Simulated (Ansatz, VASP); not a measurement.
Two plane-wave programs on V

The input INCAR:

```
ALGO     = Normal         # electronic algorithm
EDIFF    = 1E-6           # SCF threshold, eV
ENCUT    = 520            # plane-wave cutoff, eV
GGA      = RP             # functional
ISIF     = 2              # what is computed and relaxed
ISMEAR   = -1             # smearing method
ISPIN    = 2              # spin polarisation
LASPH    = True           # aspherical terms in the spheres
LCHARG   = False          # write CHGCAR
LMAXMIX  = 4              # l up to which the mixer works
LORBIT   = 11             # projections on sites
LREAL    = False          # projectors in reciprocal space
LWAVE    = False          # write WAVECAR
MAGMOM   = 1              # initial moments
NBANDS   = 16             # bands
NELM     = 150            # most SCF steps
PREC     = Accurate       # precision mode
SIGMA    = 0.05           # smearing width, eV
```

Contents of KPOINTS:

```
k-points
0
Gamma
  24 24 24
```

Contents of POSCAR:

```
V
1.0
   -1.4896880148      1.4896880148      1.4896880148
    1.4896880148     -1.4896880148      1.4896880148
    1.4896880148      1.4896880148     -1.4896880148
V
1
Direct
    0.0000000000      0.0000000000      0.0000000000
```

Input for Ansatz:

```yaml
crystal:
  lattice:
    - [-1.4896880148, 1.4896880148, 1.4896880148]
    - [1.4896880148, -1.4896880148, 1.4896880148]
    - [1.4896880148, 1.4896880148, -1.4896880148]
  atoms:
    - { symbol: V, position: [0.0, 0.0, 0.0], spin: 1.0 }
hamiltonian:
  xc: rpbe
  pseudopotentials:
    kind: paw
    azcp:
      V: "pseudopotentials/V.paw.azcp"
basis:
  ecutwfc: 420
  fft_grid_basis: typed
kpoints:
  mp_grid: { grid: [24, 24, 24], shift: [0, 0, 0] }
magnetization:
  spin_polarized: true
scf:
  occupations: { method: fermi_dirac, width: 0.05 }
output:
  stress: true
```

Alike in both runs: task single point; functional RPBE; k mesh 24 × 24 × 24; occupations fermi-dirac, width 0.05 eV; collinear spin.

|  | VASP | Ansatz |
| --- | --- | --- |
| version | VASP 6.6.1 | Ansatz 0.2.0 |
| potentials or method | VASP PAW PBE potentials, release 64 (V_sv), cutoff 520 eV | plane waves (420 eV) with PAW, scalar-relativistic |
| valence electrons in the cell | 13 | 13 |

Ansatz gave:

| Property | Result |
| --- | --- |
| pressure (GPa) | 7.8 |
| net moment per atom (μB) | 0.00 |

**Question.** What did VASP give for the same quantities?

**Answer.** Pressure (GPa): 8.0; net moment per atom (μB): 0.00.

VASP's potentials were made for PBE, not for RPBE. The functional is the same, so the differences come from potentials, cutoffs and numerics. Ansatz's warnings: seeded moment not kept.
